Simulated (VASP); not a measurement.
# Cd4Se3S (P1) in VASP: single point with PBE

Aim: the single point of Cd4Se3S with PBE.

All numbers are computed with VASP 6.6.1; they aren't measurements. Logs are shortened: lines on timing, memory, paths and dates and some standing lists are left out, and cuts for length are marked.

**1. The cell of the first run**

The typed cell holds 8 atoms: a = 6.130 Å, b = 6.130 Å, c = 7.504 Å, α = 114.11°, β = 114.11°, γ = 90.00°.

**2. Single point, PBE**

Contents of INCAR:

```
SYSTEM = Cd4Se3S
ALGO = Normal
EDIFF = 1E-6
ENCUT = 520
GGA = PE
ISIF = 2
ISMEAR = 0
LASPH = .TRUE.
LCHARG = .FALSE.
LREAL = .FALSE.
LWAVE = .FALSE.
NBANDS = 46
NELM = 60
PREC = Accurate
SIGMA = 0.1
```

Contents of KPOINTS:

```
k-points
0
G
  4 4 4
  0 0 0
```

Contents of POSCAR:

```
Cd4Se3S
1.0
    6.1300124170     -0.0001124403     -0.0001453516
   -0.0001152081      6.1299468626     -0.0001915615
   -3.0651190376     -3.0651312250      6.1249851775
Cd Se S
4 3 1
Direct
    0.1206623474      0.1208849416      0.7559018216
    0.3648875279      0.8790998420      0.2440989271
    0.6350278137      0.6352884303      0.7557788872
    0.8793920029      0.3646888103      0.2442093745
    0.5001785030      0.4999650592      1.0000130775
    0.7498900929      0.2500331125      0.5000030427
    0.2498714308      0.7500848454      0.4999925118
    0.0000902815     -0.0000450413      0.0000023576
```

Potentials or basis: VASP PAW PBE potentials, release 64 (Cd, Se, S).

The run is started by

```console
cat potpaw_PBE.64/Cd/POTCAR potpaw_PBE.64/Se/POTCAR potpaw_PBE.64/S/POTCAR > POTCAR
mpirun -np 1 vasp_std > vasp.out
```

OUTCAR:

```text
SYSTEM = Cd4Se3S
   EDIFF = 1E-6
   ENCUT = 520
   GGA = PE
   ISIF = 2
   ISMEAR = 0
   LASPH = .TRUE.
   LREAL = .FALSE.
   NELM = 60
   PREC = Accurate

 ion  position               nearest neighbor table
   1  0.121  0.121  0.756-   8 2.58   6 2.68   7 2.68   5 2.68
   2  0.365  0.879  0.244-   8 2.58   7 2.68   6 2.68   5 2.68
   3  0.635  0.635  0.756-   8 2.58   7 2.67   6 2.68   5 2.69
   4  0.879  0.365  0.244-   8 2.58   6 2.67   7 2.68   5 2.69
   5  0.500  0.500  0.000-   2 2.68   1 2.68   3 2.69   4 2.69
   6  0.750  0.250  0.500-   4 2.67   1 2.68   2 2.68   3 2.68
   7  0.250  0.750  0.500-   3 2.67   2 2.68   4 2.68   1 2.68
   8  0.000  1.000  0.000-   4 2.58   3 2.58   1 2.58   2 2.58

  LATTYP: Found a base centered monoclinic cell.
 ALAT       =    21.2294823457
 B/A-ratio  =     0.4083595245
 C/A-ratio  =     0.3534562991
 COS(beta)  =    -0.9428183263

  Lattice vectors:

 A1 = (   9.1951314546,   3.0650187847,  -6.1251305291)
 A2 = (   3.0650038295,   9.1950780876,  -6.1251767390)
 A3 = (  -3.0651190376,  -3.0651312250,   6.1249851775)

Analysis of symmetry for initial positions (statically):
=====================================================================
 Subroutine PRICEL returns:
 Original cell was already a primitive cell.

 Routine SETGRP: Setting up the symmetry group for a
 base centered monoclinic supercell.

 Subroutine GETGRP returns: Found  1 space group operations
 (whereof  1 operations were pure point group operations)
 out of a pool of  4 trial point group operations.

The static configuration has the point symmetry C_1 .

Analysis of symmetry for dynamics (positions and initial velocities):
=====================================================================
 Subroutine PRICEL returns:
 Original cell was already a primitive cell.

 Routine SETGRP: Setting up the symmetry group for a
 base centered monoclinic supercell.

 Subroutine GETGRP returns: Found  1 space group operations
 (whereof  1 operations were pure point group operations)
 out of a pool of  4 trial point group operations.

The dynamic configuration has the point symmetry C_1 .

 Subroutine INISYM returns: Found  1 space group operations
 (whereof  1 operations are pure point group operations),
[... 108 lines left out ...]
   EDIFF  = 0.1E-05   stopping-criterion for ELM
   LREAL  =      F    real-space projection
   EDIFFG = 0.1E-04   stopping-criterion for IOM
   NSW    =      0    number of steps for IOM
   IBRION =     -1    ionic relax: 0-MD 1-quasi-New 2-CG
   NFREE  =      0    steps in history (QN), initial steepest desc. (CG)
   ISIF   =      2    stress and relaxation
   ISYM   =      2    0-nonsym 1-usesym 2-fastsym
   POTIM  = 0.5000    time-step for ionic-motion
   TEBEG  =    0.0;   TEEND  =   0.0 temperature during run
   PSTRESS=    0.0 pullay stress
   NELECT =      72.0000    total number of electrons
   NUPDOWN=      -1.0000    fix difference up-down
   EMIN   =  10.00;   EMAX   =-10.00  energy-range for DOS
   EFERMI =   0.00;   METHOD = LEGACY
   ISMEAR =     0;   SIGMA  =   0.10  broadening in eV -4-tet -1-fermi 0-gaus
   EFERMI_NEDOS =   21; number of points for ismear=-14 and -15
   IALGO  =     38    algorithm
   IMIX   =      4    mixing-type and parameters
     AMIX     =   0.40;   BMIX     =  1.00
     AMIX_MAG =   1.60;   BMIX_MAG =  1.00
  volume/ion in A,a.u.               =      28.77       194.14
  Fermi-wavevector in a.u.,A,eV,Ry     =   1.111344  2.100136 16.804366  1.235086
  Thomas-Fermi vector in A             =   2.247906
   LORBIT       =      0    0 simple, 1 ext, 2 COOP (PROOUT), +10 PAW based schemes
   GGA     = PE    functional components
   LHFCALC =     F    Hartree Fock is set to
   AEXX    =    0.0000 exact exchange contribution
   IVDW    =     0    specifies the selected vdW correction
   LEPSILON=     F    determine dielectric tensor
   LRPA    =     F    only Hartree local field effects (RPA)
 non-spin polarized calculation
 Gauss-broadening in eV      SIGMA  =   0.10
  energy-cutoff  :      520.00
  volume of cell :      230.15
 maximum number of plane-waves:      6232
 NGX is ok and might be reduce to    48
   NGX = 23   NGY = 23   NGZ = 27

 number of electron      72.0000003 magnetization

 Free energy of the ion-electron system (eV)
  ---------------------------------------------------
  ext. energy  EPLUGINS =         0.00000000
  ---------------------------------------------------
  free energy    TOTEN  =       -22.61865514 eV

  energy without entropy =      -22.61865488  energy(sigma->0) =      -22.61865501

 E-fermi :   0.9342     XC(G=0):  -8.7094

 val. band max:        0.6218498596   @ k =   0.0000   0.0000   0.0000
 cond. band min:       1.2319735984   @ k =   0.0000   0.0000   0.0000
 fundamental gap:      0.6101237388
 Fermi energy:         0.9342340507

 k-point     1 :       0.0000    0.0000    0.0000
  band No.  band energies     occupation
      1     -11.6332      2.00000
      2     -11.2016      2.00000
      3     -11.1840      2.00000
      4     -11.1706      2.00000
      5      -7.1079      2.00000
      6      -7.1079      2.00000
[... 1165 lines left out ...]
     45       7.1635      0.00000
     46       7.2493      0.00000

 [... further k-points ...]

------------------------ aborting loop because EDIFF is reached ----------------------------------------

  FORCE on cell =-STRESS in cart. coord.  units (eV):
  Direction    XX          YY          ZZ          XY          YZ          ZX
  --------------------------------------------------------------------------------------
  -------------------------------------------------------------------------------------
  Total        0.3357555      0.3360054      0.3418836      0.0013575      0.0026407      0.0008357
  in kB        2.3373437      2.3390831      2.3800041      0.0094499      0.0183831      0.0058175
  external PRESSURE =       2.3521436 kB  Pullay stress =       0.0000000 kB

 VOLUME and BASIS-vectors are now :
 -----------------------------------------------------------------------------
  energy-cutoff  :      520.00
  volume of cell :      230.15
      direct lattice vectors                 reciprocal lattice vectors
     6.130012417 -0.000112440 -0.000145352     0.163133742  0.000005617  0.081639635
    -0.000115208  6.129946863 -0.000191562     0.000004928  0.163136103  0.081640796
    -3.065119038 -3.065131225  6.124985178     0.000003871  0.000005102  0.163270192

 POSITION                                       TOTAL-FORCE (eV/Angst)
 -----------------------------------------------------------------------------------
     -1.57728     -1.57593      4.62985        -0.005351     -0.005942      0.005537
      1.48847      4.64060      1.49488        -0.005392      0.006483     -0.005828
      1.57610      1.57765      4.62892         0.005782      0.004445      0.006486
      4.64211      1.48689      1.49558         0.005366     -0.004352     -0.006437
      3.06600      3.06466     -0.00009        -0.000916      0.000053     -0.000240
      3.06424      0.00003      3.06235         0.000319     -0.000450      0.000415
     -0.00091      3.06541      3.06227         0.000484     -0.000482      0.000178
      0.00043      6.12966     -0.00018        -0.000292      0.000244     -0.000111
 -----------------------------------------------------------------------------------
    total drift:                                0.000187      0.000262     -0.000060

  FREE ENERGIE OF THE ION-ELECTRON SYSTEM (eV)
  ---------------------------------------------------
  free  energy   TOTEN  =       -22.6186551383 eV

  energy  without entropy=      -22.6186548827  energy(sigma->0) =      -22.61865501
```

stdout:

```text
POSCAR found type information on POSCAR CdSeS
 POSCAR found :  3 types and       8 ions
 scaLAPACK will be used
 LDA part: xc-table for (Slater+PW92), standard interpolation
 POSCAR, INCAR and KPOINTS ok, starting setup
 FFT: planning ... GRIDC
 FFT: planning ... GRID_SOFT
 FFT: planning ... GRID
 WAVECAR not read
 entering main loop
```

Wall time 13 min (1 thread of Intel Xeon 8259CL, shared host); peak memory 0.54 GiB.

What came out:

```yaml
Free_energy: -22.6187 eV
Pressure: 0.2 GPa
Largest_force: 0.010 eV/Å
Band_gap_on_the_k_mesh: 0.61 eV
```

Forces on the atoms (eV/Å):
```
Cd  -0.005 -0.006  0.006
Cd  -0.005  0.006 -0.006
Cd   0.006  0.004  0.006
Cd   0.005 -0.004 -0.006
Se  -0.001  0.000  0.000
Se   0.000  0.000  0.000
Se   0.000  0.000  0.000
S    0.000  0.000  0.000
```

Levels at points of the mesh, in eV from the valence-band top:
| k point | band 33 | band 34 | band 35 | band 36 | band 37 | band 38 | band 39 | band 40 |
| --- | --- | --- | --- | --- | --- | --- | --- | --- |
| (0.00, 0.00, 0.00) | -1.67 | 0.00 | 0.00 | 0.00 | 0.61 | 3.31 | 3.81 | 4.88 |
| (0.50, 0.00, 0.00) | -1.22 | -1.20 | -0.81 | -0.59 | 3.33 | 3.41 | 4.30 | 4.38 |
| (0.00, 0.50, 0.00) | -1.22 | -1.20 | -0.81 | -0.59 | 3.33 | 3.41 | 4.30 | 4.38 |
| (0.50, 0.50, 0.00) | -0.68 | -0.59 | -0.58 | -0.56 | 2.41 | 2.50 | 3.68 | 3.75 |
| (0.00, 0.00, 0.50) | -1.03 | -1.03 | -0.82 | -0.82 | 3.20 | 3.23 | 3.23 | 3.40 |
| (0.50, 0.00, 0.50) | -1.22 | -1.20 | -0.81 | -0.59 | 3.33 | 3.41 | 4.30 | 4.38 |
| (0.00, 0.50, 0.50) | -1.22 | -1.20 | -0.81 | -0.59 | 3.33 | 3.41 | 4.30 | 4.38 |
| (0.50, 0.50, 0.50) | -0.68 | -0.59 | -0.58 | -0.56 | 2.41 | 2.50 | 3.68 | 3.75 |

Caveat: semilocal functionals underestimate gaps, and a narrow one can read as zero.
